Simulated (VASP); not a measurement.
Runs of VASP 6.6.1 on SrRe. The structure is that of space group Pm-3m (No. 221), or close to it. The cells are those of the table. 

```csv
level,potentials or basis,cell,k mesh,gap on the mesh (eV),pressure (GPa)
PBE,"VASP PAW PBE potentials, release 64 (Sr_sv, Re)","a = 3.721 Å, 2 atoms",10 × 10 × 10,none,-3.4
PBE,"VASP PAW PBE potentials, release 64 (Sr_sv, Re)","a = 3.755 Å, 2 atoms",10 × 10 × 10,none,-4.7
PBEsol,"VASP PAW PBE potentials, release 64 (Sr_sv, Re)","a = 3.638 Å, 2 atoms",10 × 10 × 10,none,(a)
PBE,"VASP PAW PBE potentials, release 64 (Sr_sv, Re)","a = 3.589 Å, 2 atoms",10 × 10 × 10,none,2.9
LDA,"VASP PAW LDA potentials, release 64 (Sr_sv, Re)","a = 3.638 Å, 2 atoms",10 × 10 × 10,none,-6.0
PBE,"VASP PAW PBE potentials, release 64 (Sr_sv, Re)","a = 3.662 Å, 2 atoms",10 × 10 × 10,none,(c)
PBE,"VASP PAW PBE potentials, release 64 (Sr_sv, Re)","a = 3.638 Å, 2 atoms","10 × 10 × 10, shifted",none,(b)
PBE,"VASP PAW PBE potentials, release 64 (Sr_sv, Re)","a = 3.570 Å, 2 atoms",10 × 10 × 10,none,4.1
```

Alike in all rows: task single point; no spin polarisation; cutoff (eV) 520; smearing gaussian 0.05 eV.

**Question.** Fill in the values left out.

**Answer.** (a) -3.7; (b) 0.1; (c) -1.0.

Caveats: spin-orbit coupling is left out, which moves the levels of the heavy elements; the PAW data sets were made with another functional, which shifts forces and pressure a little (some runs).

A k mesh can miss the band edges, and the runs leave out spin-orbit coupling on Re, Sr.

A gap of «none» marks levels without a gap at the run's occupations.
